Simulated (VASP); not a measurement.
Input of a VASP 6.6.1 run:

File INCAR:

```
PREC     = Accurate       # precision mode
ENCUT    = 520            # plane-wave cutoff, eV
EDIFF    = 1E-6           # SCF threshold, eV
ISMEAR   = 0              # smearing method
SIGMA    = 0.01           # smearing width, eV
LREAL    = F              # projectors in reciprocal space
LASPH    = T              # aspherical terms in the spheres
NELM     = 60             # most SCF steps
ALGO     = Normal         # electronic algorithm
ISIF     = 2              # what is computed and relaxed
LWAVE    = F              # write WAVECAR
LCHARG   = F              # write CHGCAR
GGA      = PE             # functional
NBANDS   = 31             # bands
```

Contents of KPOINTS:

```
regular mesh
0
Gamma
  6 6 4
```

The input POSCAR:

```
HfO2
1.0
    3.6044185529      0.0000000000      0.0000000000
    0.0000000000      3.6044185529      0.0000000000
    0.0000000000      0.0000000000      5.2643593325
Hf O
2 4
Direct
    0.5000000000      0.5000000000      0.5000000000
    0.0000000000      0.0000000000      0.0000000000
    0.0000000000      0.5000000000      0.6932414670
    0.5000000000      0.0000000000      0.8067585330
    0.5000000000      0.0000000000      0.3067585330
    0.0000000000      0.5000000000      0.1932414670
```

Potentials or basis: VASP PAW PBE potentials, release 64 (Hf_pv, O).

Command:

```sh
$ cat potpaw_PBE.64/Hf_pv/POTCAR potpaw_PBE.64/O/POTCAR > POTCAR
$ mpirun -np 1 vasp_std > vasp.out
```

Predict the pressure.

-3.1 GPa.

Predict the largest force.

0.050 eV/Å.

Forces on the atoms (eV/Å):
```
Hf   0.000  0.000  0.000
Hf   0.000  0.000  0.000
O    0.000  0.000 -0.050
O    0.000  0.000  0.050
O    0.000  0.000  0.050
O    0.000  0.000 -0.050
```

Caveat: the cell stands under tension.
